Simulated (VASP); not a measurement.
## SnO2: single point with LDA

Crystal: SnO2.

```
CELL_PARAMETERS angstrom
4.72127 0.00000 0.00000
0.00000 4.72425 0.00000
0.00000 0.00000 3.19002
ATOMIC_POSITIONS crystal
Sn 0.50000 0.50000 0.50000
Sn 0.00000 0.00000 0.00000
O 0.30557 0.30657 0.00000
O 0.80557 0.19343 0.53527
O 0.19443 0.80657 0.46473
O 0.69443 0.69343 0.00000
```

This cell differs from its parent crystal: atoms displaced along a vibrational mode.

```json
{
  "Program": "VASP 6.6.1",
  "Task": "single point",
  "Functional": "LDA",
  "Potentials or basis": "VASP PAW LDA potentials, release 64 (Sn_d, O)",
  "Cutoff": "520 eV",
  "k mesh": "6 × 6 × 8",
  "Occupations": "gaussian, width 0.05 eV",
  "Spin": "no spin polarisation"
}
```

The pressure is 2.1 GPa and the largest force is 1.520 eV/Å. The band gap on the k mesh is 1.20 eV.

Forces in eV/Å, atoms in the order of the input:
```
Sn   0.000  0.000  0.000
Sn   0.000  0.000  0.000
O    0.009  0.007  0.000
O   -0.214  0.215 -1.490
O    0.214 -0.215  1.490
O   -0.009 -0.007  0.000
```

Stress tensor (GPa, compression positive):
```
 1.96 -0.55  3.05
-0.55  1.94 -3.02
 3.05 -3.02  2.49
```

Levels at points of the mesh, in eV from the valence-band top:
```csv
k point,band 23,band 24,band 25,band 26,band 27,band 28,band 29,band 30
"(0.00, 0.00, 0.00)",-1.29,-0.82,-0.79,0.00,1.20,6.00,6.03,6.06
"(0.50, 0.00, 0.00)",-1.25,-1.25,-0.66,-0.65,4.30,4.38,6.68,6.81
"(0.00, 0.50, 0.00)",-1.25,-1.25,-0.67,-0.65,4.30,4.39,6.70,6.82
"(0.50, 0.50, 0.00)",-1.40,-1.39,-0.93,-0.91,4.71,4.82,7.17,7.27
"(0.00, 0.00, 0.50)",-1.82,-1.71,-1.29,-1.21,6.04,6.09,9.38,9.39
"(0.50, 0.00, 0.50)",-1.26,-1.05,-0.74,-0.71,6.02,6.70,7.81,7.92
"(0.00, 0.50, 0.50)",-1.26,-1.06,-0.74,-0.70,6.02,6.69,7.80,7.91
"(0.50, 0.50, 0.50)",-1.01,-1.00,-0.88,-0.86,4.71,4.76,8.58,8.68
```

Wall time 8.3 min on 1 thread of Oxide Virtual Turin-like Processor (shared host), peak memory 0.33 GiB.

Caveat: the cell differs from its parent crystal (atoms displaced along a vibrational mode); spin-orbit coupling is left out, which moves the levels of the heavy elements; forces of over 1 eV/Å act on the atoms, so gaps and moduli don't describe the material at rest.
